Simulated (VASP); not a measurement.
Set up this calculation in VASP 6.6.1, as the native input.

```
Task                   : relaxation of cell and atoms
Functional             : PBE
Potentials or basis    : VASP PAW PBE potentials, release 64 (Rb_sv, Au)
Cutoff                 : 600 eV
k mesh                 : 6 × 6 × 2
Occupations            : gaussian, width 0.1 eV
Spin                   : no spin polarisation
Dipole correction      : no
Further INCAR settings : ALGO = Normal; EDIFF = 1e-06; IBRION = 2; EDIFFG = -0.04; NSW = 90; ISIF = 3
```

The structure of RbAu2 lies in POSCAR:

```
RbAu2
1.0
    4.0740129600      0.0000000000      0.0000000000
   -2.0370064800      3.5281987200      0.0000000000
    0.0000000000      0.0000000000      8.5739266600
Rb Au
1 2
Direct
    0.0000000000      0.0000000000      0.5000000000
    0.3333333300      0.6666666700      0.8693301700
    0.6666666700      0.3333333300      0.1306698300
```

The cell was generated, and may not be a known phase.

These files were run (other wordings do the same):

INCAR

```
PREC = Accurate
ENCUT = 600
EDIFF = 1E-6
ISMEAR = 0
SIGMA = 0.1
LREAL = F
LASPH = T
NELM = 100
ALGO = Normal
ISIF = 3
LWAVE = F
LCHARG = F
GGA = PE
IBRION = 2
NSW = 90
EDIFFG = -0.04
```

KPOINTS

```
regular mesh
0
Gamma
  6 6 2
```

Potentials or basis: VASP PAW PBE potentials, release 64 (Rb_sv, Au).

Command:

```console
$ cat potpaw_PBE.64/Rb_sv/POTCAR potpaw_PBE.64/Au/POTCAR > POTCAR
$ mpirun -np 1 vasp_std > vasp.out
```

It gave:

- Relaxed volume: 32.29 Å³/atom
- Relaxed cell: a = 4.707 Å, b = 4.707 Å, c = 5.049 Å, α = 90.00°, β = 90.00°, γ = 120.00°
- Space group after relaxing (to 0.1 Å): P6/mmm (No. 191)
- Energy gained by relaxing: 809.6 meV/atom
- Ionic steps: 28
- Pressure after relaxing: 0.1 GPa
- Largest force after relaxing: 0.017 eV/Å
- Band gap on the k mesh: zero (an odd number of electrons rules out a gap without spin polarisation)

Caveat: the k points lie up to 0.62 Å⁻¹ apart in the final cell, too coarse for converged energies and pressures of a metal; the volume moved by over 15 % at a fixed basis, so the end points are rough; spin-orbit coupling is left out, which moves the levels of the heavy elements.

Run time: 25 min on 1 thread of Intel Xeon 8259CL (shared host), peak memory 0.33 GiB.
